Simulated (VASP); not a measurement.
# HC18F in VASP: notebook

Runs on HC18F. Level: PBE. Tasks: single point.

Program: VASP 6.6.1. These are calculated values, not measurements. Logs are shortened: lines on timing, memory, paths and dates and some standing lists are left out, and cuts for length are marked.

### 1 The cell of the first run

The cell holds a slab with vacuum, 20 atoms: a = 7.398 Å, b = 7.398 Å, c = 12.000 Å, α = 90.00°, β = 90.00°, γ = 120.00°.

### 2 Single point, PBE

Contents of INCAR:

```
PREC = Accurate
ENCUT = 520
EDIFF = 1E-6
ISMEAR = 0
SIGMA = 0.02
LREAL = Auto
LASPH = T
NELM = 100
ALGO = Normal
ISIF = 2
LWAVE = F
LCHARG = T
GGA = PE
LELF = T
LVHAR = T
NBANDS = 56
```

Contents of KPOINTS:

```
Automatic mesh
0
Gamma
  2 2 1
```

Contents of POSCAR:

```
HC18F
1.0
    7.3980000000      0.0000000000      0.0000000000
   -3.6990000000      6.4068560000      0.0000000000
    0.0000000000      0.0000000000     12.0000000000
C F H
18 1 1
Direct
   -0.0052730275     -0.0075082068      0.0741790833
    0.2156305500      0.1029937305      0.0742694167
   -0.0073205960      0.3260257449      0.0747370000
    0.2178758546      0.4386013983      0.0747545000
   -0.0051795793      0.6614991815      0.0741634167
    0.2155287262      0.7717738623      0.0742518333
    0.3259394537     -0.0073630498      0.0739735000
    0.5507799933      0.1050612032      0.0732203333
    0.3281549958      0.3279950416      0.0743543333
    0.5488303365      0.4384425060      0.0738566667
    0.3280462148      0.6593076230      0.0743416667
    0.5489238289      0.7696267873      0.0738586667
    0.6611681486     -0.0055361007      0.0733196667
    0.8819892003      0.1047034614      0.0739854167
    0.6610706072      0.3258595167      0.0733077500
    0.8820813445      0.4365436027      0.0739729167
    0.6592759577      0.6593018479      0.0739151667
    0.8842221057      0.7717902509      0.0739780833
    0.7886610507      0.2231420528      0.3247079167
    0.8618593544      0.2592761567      0.2570190833
```

Potentials or basis: VASP PAW PBE potentials, release 64 (C, F, H).

On the command line:

```
> cat potpaw_PBE.64/C/POTCAR potpaw_PBE.64/F/POTCAR potpaw_PBE.64/H/POTCAR > POTCAR
> mpirun -np 1 vasp_std > vasp.out
```

OUTCAR:

```text
PREC = Accurate
   ENCUT = 520
   EDIFF = 1E-6
   ISMEAR = 0
   LREAL = Auto
   LASPH = T
   NELM = 100
   ISIF = 2
   GGA = PE

 ion  position               nearest neighbor table
   1  0.995  0.992  0.074-  18 1.41   2 1.42  14 1.44
   2  0.216  0.103  0.074-   7 1.41   1 1.42   9 1.44
   3  0.993  0.326  0.075-  16 1.42  14 1.42   4 1.44
   4  0.218  0.439  0.075-  11 1.41   9 1.42   3 1.44
   5  0.995  0.661  0.074-   6 1.41  18 1.42  16 1.44
   6  0.216  0.772  0.074-   5 1.41   7 1.42  11 1.44
[... 10 lines left out ...]
  17  0.659  0.659  0.074-  12 1.41  10 1.42  18 1.44
  18  0.884  0.772  0.074-   1 1.41   5 1.42  17 1.44
  19  0.789  0.223  0.325-  20 0.94
  20  0.862  0.259  0.257-  19 0.94

  LATTYP: Found a hexagonal cell.
 ALAT       =     7.3980000000
 C/A-ratio  =     1.6220600162

  Lattice vectors:

 A1 = (   7.3980000000,   0.0000000000,   0.0000000000)
 A2 = (  -3.6990000000,   6.4068560000,   0.0000000000)
 A3 = (   0.0000000000,   0.0000000000,  12.0000000000)

Analysis of symmetry for initial positions (statically):
=====================================================================
 Subroutine PRICEL returns:
 Original cell was already a primitive cell.

 Routine SETGRP: Setting up the symmetry group for a
 hexagonal supercell.

 Subroutine GETGRP returns: Found  1 space group operations
 (whereof  1 operations were pure point group operations)
 out of a pool of 24 trial point group operations.

The static configuration has the point symmetry C_1 .

Analysis of symmetry for dynamics (positions and initial velocities):
=====================================================================
 Subroutine PRICEL returns:
 Original cell was already a primitive cell.

 Routine SETGRP: Setting up the symmetry group for a
 hexagonal supercell.

 Subroutine GETGRP returns: Found  1 space group operations
 (whereof  1 operations were pure point group operations)
 out of a pool of 24 trial point group operations.

The dynamic configuration has the point symmetry C_1 .

 Subroutine INISYM returns: Found  1 space group operations
 (whereof  1 operations are pure point group operations),
 and found     1 'primitive' translations

----------------------------------------------------------------------------------------

                                     Primitive cell

  volume of cell :     568.7750

  direct lattice vectors                    reciprocal lattice vectors
     7.398000000  0.000000000  0.000000000     0.135171668  0.078041398  0.000000000
    -3.699000000  6.406856000  0.000000000     0.000000000  0.156082796  0.000000000
     0.000000000  0.000000000 12.000000000     0.000000000  0.000000000  0.083333333

  length of vectors
     7.398000000  7.398000054 12.000000000     0.156082797  0.156082796  0.083333333

  position of ions in fractional coordinates (direct lattice)
     0.994726972  0.992491793  0.074179083
     0.215630550  0.102993731  0.074269417
     0.992679404  0.326025745  0.074737000
     0.217875855  0.438601398  0.074754500
     0.994820421  0.661499181  0.074163417
     0.215528726  0.771773862  0.074251833
[... 12 lines left out ...]
     0.788661051  0.223142053  0.324707917
     0.861859354  0.259276157  0.257019083

  ion indices of the primitive-cell ions
   primitive index   ion index
                 1           1
                 2           2
                 3           3
                 4           4
                 5           5
                 6           6
[... 12 lines left out ...]
                19          19
                20          20

----------------------------------------------------------------------------------------

 KPOINTS: Automatic mesh

Automatic generation of k-mesh.
 Grid dimensions read from file:
 generate k-points for:    2    2    1

 Generating k-lattice:

  Cartesian coordinates                     Fractional coordinates (reciprocal lattice)
     0.067585834  0.039020699  0.000000000     0.500000000  0.000000000  0.000000000
     0.000000000  0.078041398  0.000000000     0.000000000  0.500000000  0.000000000
     0.000000000  0.000000000  0.083333333     0.000000000  0.000000000  1.000000000

  Length of vectors
     0.078041399  0.078041398  0.083333333

  Shift w.r.t. Gamma in fractional coordinates (k-lattice)
     0.000000000  0.000000000  0.000000000

 Subroutine IBZKPT returns following result:
 ===========================================

 Found      4 irreducible k-points:

 Following reciprocal coordinates:
            Coordinates               Weight
  0.000000  0.000000  0.000000      1.000000
  0.500000  0.000000  0.000000      1.000000
  0.000000  0.500000  0.000000      1.000000
  0.500000  0.500000  0.000000      1.000000
   k-points           NKPTS =      4   k-points in BZ     NKDIM =      4   number of bands    NBANDS=     56
   number of dos      NEDOS =    301   number of ions     NIONS =     20
   total plane-waves  NPLWV = 282240
[... 27 lines left out ...]
   NUPDOWN=      -1.0000    fix difference up-down
   EMIN   =  10.00;   EMAX   =-10.00  energy-range for DOS
   EFERMI =   0.00;   METHOD = LEGACY
   ISMEAR =     0;   SIGMA  =   0.02  broadening in eV -4-tet -1-fermi 0-gaus
   EFERMI_NEDOS =   21; number of points for ismear=-14 and -15
   IALGO  =     38    algorithm
   IMIX   =      4    mixing-type and parameters
     AMIX     =   0.40;   BMIX     =  1.00
     AMIX_MAG =   1.60;   BMIX_MAG =  1.00
  volume/ion in A,a.u.               =      28.44       191.91
  Fermi-wavevector in a.u.,A,eV,Ry     =   0.851382  1.608879  9.862209  0.724852
  Thomas-Fermi vector in A             =   1.967507
   LORBIT       =      0    0 simple, 1 ext, 2 COOP (PROOUT), +10 PAW based schemes
   GGA     = PE    functional components
   LHFCALC =     F    Hartree Fock is set to
   AEXX    =    0.0000 exact exchange contribution
   IVDW    =     0    specifies the selected vdW correction
   LEPSILON=     F    determine dielectric tensor
   LRPA    =     F    only Hartree local field effects (RPA)
 non-spin polarized calculation
 Gauss-broadening in eV      SIGMA  =   0.02
  energy-cutoff  :      520.00
  volume of cell :      568.78
 maximum number of plane-waves:     15363
 NGX is ok and might be reduce to    56
   NGX = 27   NGY = 27   NGZ = 45

 number of electron      80.0000006 magnetization

 Free energy of the ion-electron system (eV)
  ---------------------------------------------------
  ext. energy  EPLUGINS =         0.00000000
  ---------------------------------------------------
  free energy    TOTEN  =      -173.55050564 eV

  energy without entropy =     -173.55050564  energy(sigma->0) =     -173.55050564

 E-fermi :  -1.9778     XC(G=0):  -3.9400

 val. band max:       -2.0993105336   @ k =   0.0000   0.0000   0.0000
 cond. band min:      -1.8808383426   @ k =   0.0000   0.0000   0.0000
 fundamental gap:      0.2184721911
 Fermi energy:        -1.9777884859

 k-point     1 :       0.0000    0.0000    0.0000
  band No.  band energies     occupation
      1     -27.0486      2.00000
      2     -21.5169      2.00000
      3     -19.0512      2.00000
      4     -19.0006      2.00000
      5     -18.9038      2.00000
      6     -18.8989      2.00000
[... 44 lines left out ...]
     51       3.5090      0.00000
     52       4.2484      0.00000

 k-point     2 :       0.5000    0.0000    0.0000
  band No.  band energies     occupation
      1     -27.0485      2.00000
      2     -20.8819      2.00000
      3     -20.8442      2.00000
      4     -19.6191      2.00000
      5     -19.5202      2.00000
      6     -17.1365      2.00000
[... 44 lines left out ...]
     51       4.1339      0.00000
     52       4.3290      0.00000

 k-point     3 :       0.0000    0.5000    0.0000
  band No.  band energies     occupation
      1     -27.0486      2.00000
      2     -20.8799      2.00000
      3     -20.8463      2.00000
      4     -19.6173      2.00000
      5     -19.5221      2.00000
      6     -17.1309      2.00000
[... 44 lines left out ...]
     51       4.1628      0.00000
     52       4.3164      0.00000

 k-point     4 :       0.5000    0.5000    0.0000
  band No.  band energies     occupation
      1     -27.0486      2.00000
      2     -20.8799      2.00000
      3     -20.8463      2.00000
      4     -19.6171      2.00000
      5     -19.5223      2.00000
      6     -17.1307      2.00000
[... 44 lines left out ...]
     51       4.1621      0.00000
     52       4.3158      0.00000
 [bands above 52 left out]

------------------------ aborting loop because EDIFF is reached ----------------------------------------

  FORCE on cell =-STRESS in cart. coord.  units (eV):
  Direction    XX          YY          ZZ          XY          YZ          ZX
  --------------------------------------------------------------------------------------
  -------------------------------------------------------------------------------------
  Total        1.6235002      1.6000732      0.2846617      0.0003388     -0.0169041     -0.0468989
  in kB        4.5732231      4.5072320      0.8018609      0.0009544     -0.0476169     -0.1321091
  external PRESSURE =       3.2941053 kB  Pullay stress =       0.0000000 kB

 VOLUME and BASIS-vectors are now :
 -----------------------------------------------------------------------------
  energy-cutoff  :      520.00
  volume of cell :      568.78
      direct lattice vectors                 reciprocal lattice vectors
     7.398000000  0.000000000  0.000000000     0.135171668  0.078041398  0.000000000
    -3.699000000  6.406856000  0.000000000     0.000000000  0.156082796  0.000000000
     0.000000000  0.000000000 12.000000000     0.000000000  0.000000000  0.083333333

 POSITION                                       TOTAL-FORCE (eV/Angst)
 -----------------------------------------------------------------------------------
      3.68776      6.35875      0.89015        -0.002359      0.006169     -0.003450
      1.21426      0.65987      0.89123        -0.012836      0.017097     -0.008779
      6.13787      2.08880      0.89684         0.010655     -0.003315     -0.007534
     -0.01054      2.81006      0.89705        -0.013812     -0.009908     -0.009128
      4.91280      4.23813      0.88996        -0.000746     -0.008143     -0.003201
     -1.26031      4.94464      0.89102         0.007013     -0.011852     -0.009345
[... 12 lines left out ...]
      5.00911      1.42964      3.89650        -0.108937     -0.061470      0.332053
      5.41697      1.66115      3.08423         0.135970      0.077410     -0.232335
 -----------------------------------------------------------------------------------
    total drift:                               -0.009312     -0.005957     -0.035261

  FREE ENERGIE OF THE ION-ELECTRON SYSTEM (eV)
  ---------------------------------------------------
  free  energy   TOTEN  =      -173.5505056381 eV

  energy  without entropy=     -173.5505056381  energy(sigma->0) =     -173.55050564
```

Wall time 7.8 min (1 thread of Intel Xeon 8259CL, shared host); peak memory 0.6 GiB.

What came out:

| Quantity | Value |
| --- | --- |
| Free energy | -173.5505 eV |
| Largest force | 0.355 eV/Å |
| Band gap on the k mesh | 0.22 eV |

Forces on the atoms (eV/Å):
```
C   -0.002  0.006 -0.003
C   -0.013  0.017 -0.009
C    0.011 -0.003 -0.008
C   -0.014 -0.010 -0.009
C   -0.001 -0.008 -0.003
C    0.007 -0.012 -0.009
C    0.009 -0.001 -0.009
C   -0.008 -0.011 -0.009
C   -0.007 -0.009 -0.008
C    0.006  0.002 -0.002
C   -0.002  0.007 -0.008
C   -0.002  0.009 -0.003
C   -0.005 -0.013 -0.008
C    0.012  0.008 -0.003
C   -0.009  0.007 -0.006
C    0.002  0.008 -0.002
C    0.007  0.001  0.000
C   -0.017 -0.014  0.001
F   -0.109 -0.061  0.332
H    0.136  0.077 -0.232
```

Caveat: the k points lie up to 0.49 Å⁻¹ apart; there is no dipole correction, which matters where the two faces differ; semilocal functionals underestimate gaps, and a narrow one can read as zero.

### 3 Single point, PBE

Contents of INCAR:

```
SYSTEM = HC18F
  ALGO = Normal
  EDIFF = 1E-6
  ENCUT = 520
  GGA = PE
  ISIF = 2
  ISMEAR = 0
  LASPH = .TRUE.
  LCHARG = .TRUE.
  LELF = .TRUE.
  LREAL = Auto
  LVHAR = .TRUE.
  LWAVE = .FALSE.
  NBANDS = 56
  NELM = 100
  PREC = Accurate
  SIGMA = 0.02
```

Contents of KPOINTS:

```
k-points
0
G
  2 2 1
  0 0 0
```

Contents of POSCAR:

```
HC18F
1.0
    7.3980000000      0.0000000000      0.0000000000
   -3.6990000000      6.4068560000      0.0000000000
    0.0000000000      0.0000000000     12.0000000000
C F H
18 1 1
Direct
   -0.0010377691     -0.0042131429      0.0759307500
    0.2224345439      0.1076538945      0.0794965833
    0.0000552245      0.3289674374      0.0813910000
    0.2206944738      0.4392867578      0.0823643333
   -0.0010375173      0.6610541894      0.0759305000
    0.2224330607      0.7726582274      0.0794963333
    0.3341624236     -0.0039790187      0.0795877500
    0.5535979337      0.1057384464      0.0763590833
    0.3321651685      0.3274709155      0.0798314167
    0.5555767514      0.4393757250      0.0751803333
    0.3321643566      0.6625725629      0.0798313333
    0.5555776276      0.7740798295      0.0751803333
    0.6649837376     -0.0066616137      0.0734579167
    0.8885396469      0.1048481502      0.0749839167
    0.6649826298      0.3295232482      0.0734575000
    0.8885403858      0.4415700930      0.0749837500
    0.6672305011      0.6625550816      0.0738225000
    0.8869877533      0.7724334681      0.0737947500
    0.7412214059      0.1995501382      0.2715840000
    0.8668051776      0.2623427154      0.2261135833
```

Potentials or basis: VASP PAW PBE potentials, release 64 (C, F, H).

On the command line:

```
> cat potpaw_PBE.64/C/POTCAR potpaw_PBE.64/F/POTCAR potpaw_PBE.64/H/POTCAR > POTCAR
> mpirun -np 1 vasp_std > vasp.out
```

It took 6.3 min on 1 thread of Intel Xeon 8259CL, shared host; peak memory 0.59 GiB.

Results (log left out):

- Free energy: -173.1579 eV
- Largest force: 1.129 eV/Å
- Band gap on the k mesh: 0.15 eV

Forces on the atoms (eV/Å):
```
C   -0.024  0.016  0.036
C   -0.006  0.028 -0.056
C    0.064  0.037 -0.529
C   -0.036 -0.021 -0.164
C    0.002 -0.029  0.036
C    0.022 -0.019 -0.056
C    0.002  0.001 -0.155
C   -0.061 -0.035 -0.355
C   -0.002 -0.040 -0.050
C    0.021 -0.018  0.031
C   -0.036  0.018 -0.050
C   -0.005  0.028  0.031
C   -0.048 -0.007 -0.048
C    0.022  0.058 -0.002
C   -0.030 -0.038 -0.048
C    0.061 -0.011 -0.002
C    0.003  0.002  0.058
C   -0.009 -0.005  0.057
F    0.780  0.450  0.500
H   -0.720 -0.416  0.764
```

Levels at points of the mesh, in eV from the valence-band top:
| k point | band 38 | band 39 | band 40 | band 41 | band 42 | band 43 |
| --- | --- | --- | --- | --- | --- | --- |
| (0.00, 0.00, 0.00) | -2.94 | -0.04 | 0.00 | 0.15 | 0.23 | 3.45 |
| (0.50, 0.00, 0.00) | -2.49 | -2.45 | -2.22 | 1.77 | 2.45 | 2.60 |
| (0.00, 0.50, 0.00) | -2.47 | -2.41 | -2.21 | 1.74 | 2.48 | 2.57 |

Caveat: the k points lie up to 0.49 Å⁻¹ apart; there is no dipole correction, which matters where the two faces differ; semilocal functionals underestimate gaps, and a narrow one can read as zero.

### 4 Single point, PBE

Contents of INCAR:

```
SYSTEM = HC18F
  PREC = Accurate
  ENCUT = 520
  EDIFF = 1E-6
  ISMEAR = 0
  SIGMA = 0.02
  LREAL = Auto
  LASPH = .True.
  NELM = 80
  ALGO = Normal
  ISIF = 2
  LWAVE = .False.
  LCHARG = .False.
  GGA = PE
  NBANDS = 56
```

Contents of KPOINTS:

```
regular mesh
0
Gamma
  2 2 1
  0 0 0
```

Contents of POSCAR:

```
HC18F
1.0
    7.3980000000      0.0000000000      0.0000000000
   -3.6990000000      6.4068560000      0.0000000000
    0.0000000000      0.0000000000     12.0000000000
C F H
18 1 1
Direct
    0.0070589870     -0.0028101147      0.0693650000
    0.2278747623      0.1069390353      0.0753468333
    0.0071593762      0.3313757949      0.1056789167
    0.2357038958      0.4457554532      0.0796552500
    0.0070381743      0.6655529639      0.0694765833
    0.2278741231      0.7766979623      0.0753439167
    0.3357898952     -0.0042190741      0.0807608333
    0.5635268734      0.1095003540      0.1073290833
    0.3426361954      0.3341191062      0.0745211667
    0.5628327341      0.4433494369      0.0685780000
    0.3426536500      0.6642954048      0.0744521667
    0.5628251481      0.7751909829      0.0682840000
    0.6772560665     -0.0024186590      0.0767405833
    0.8919974853      0.1043045138      0.0772870833
    0.6771755727      0.3353435757      0.0772745833
    0.8919942733      0.4433737858      0.0777552500
    0.6738071088      0.6647661505      0.0648877500
    0.8957206092      0.7757269712      0.0654629167
    0.5682167044      0.1112233520      0.2329193333
    1.0045619442      0.3293401631      0.1988806667
```

On the command line:

```
> cat potpaw_PBE.64/C/POTCAR potpaw_PBE.64/F/POTCAR potpaw_PBE.64/H/POTCAR > POTCAR
> mpirun -np 1 vasp_std > vasp.out
```

Run time: 7.6 min. Hardware: 1 thread of Intel Xeon 8259CL, shared host; peak memory 0.6 GiB.

Results (log left out):

- Free energy: -171.3813 eV
- Largest force: 0.208 eV/Å
- Band gap on the k mesh: 0.33 eV

Forces on the atoms (eV/Å):
```
C    0.025  0.002 -0.012
C   -0.006  0.014  0.004
C    0.027  0.002  0.003
C   -0.021 -0.020  0.003
C    0.004  0.017  0.007
C    0.000 -0.015  0.002
C    0.029  0.011  0.004
C   -0.005 -0.003 -0.179
C    0.018 -0.008 -0.008
C   -0.010 -0.005 -0.008
C   -0.002  0.020 -0.014
C   -0.016 -0.004 -0.002
C   -0.034 -0.009 -0.007
C   -0.004  0.020  0.001
C   -0.005 -0.012 -0.021
C   -0.003 -0.009 -0.009
C    0.004 -0.005  0.009
C    0.007 -0.007 -0.001
F   -0.002  0.002  0.208
H   -0.006  0.008  0.021
```

Levels at points of the mesh, in eV from the valence-band top:
```csv
k point,band 37,band 38,band 39,band 40,band 41,band 42,band 43,band 44
"(0.00, 0.00, 0.00)",-2.74,-2.65,-1.61,0.00,0.33,1.53,2.47,3.60
"(0.50, 0.00, 0.00)",-2.49,-2.42,-2.37,-2.17,1.80,2.07,2.60,2.76
"(0.00, 0.50, 0.00)",-2.48,-2.41,-2.24,-1.10,0.67,2.13,2.62,2.83
"(0.50, 0.50, 0.00)",-2.48,-2.41,-2.24,-1.10,0.66,2.13,2.62,2.83
```

Caveat: the k points lie up to 0.49 Å⁻¹ apart; there is no dipole correction, which matters where the two faces differ; semilocal functionals underestimate gaps, and a narrow one can read as zero.

### 5 Overview

```tsv
cell	gap on the mesh (eV)	largest force (eV/Å)
as given, atomic positions A	0.22	0.35
as given, atomic positions B	0.15	1.13
as given, atomic positions C	0.33	0.21
```

Alike in all rows: task single point; level PBE; potentials or basis VASP PAW PBE potentials, release 64 (C, F, H); no spin polarisation; k mesh 2 × 2 × 1; cutoff (eV) 520; smearing gaussian 0.02 eV.

Caveats: all runs use coarse meshes; there is no dipole correction, which matters where the two faces differ; semilocal functionals underestimate gaps, and a narrow one can read as zero.

Absolute energies hang on the potentials; compare differences alone.
